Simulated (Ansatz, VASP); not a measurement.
ScPt in VASP and in Ansatz

```
CELL_PARAMETERS angstrom
3.24805 0.00000 0.00000
0.00000 3.24805 0.00000
0.00000 0.00000 3.24805
ATOMIC_POSITIONS crystal
Sc 0.50000 0.50000 0.50000
Pt 0.00000 0.00000 0.00000
```

Change from the starting cell: volume scaled by 0.98.

Alike in both runs: task single point; functional LDA; k mesh 10 × 10 × 10; occupations fermi-dirac, width 0.05 eV; no spin polarisation.

|  | VASP | Ansatz |
| --- | --- | --- |
| version | VASP 6.6.1 | Ansatz 0.2.0 |
| potentials or method | VASP PAW LDA potentials, release 64 (Sc_sv, Pt), cutoff 520 eV | all-electron LAPW, scalar-relativistic |

|  | VASP | Ansatz | Ansatz less VASP |
| --- | --- | --- | --- |
| pressure (GPa) | -1.9 | -2.5 | -0.64 |

LDA's correlation is that of Perdew and Zunger in VASP and of Perdew and Wang (1992) in Ansatz. Ansatz ran all-electron here, and VASP with PAW potentials.

Neither program's run includes spin-orbit coupling.
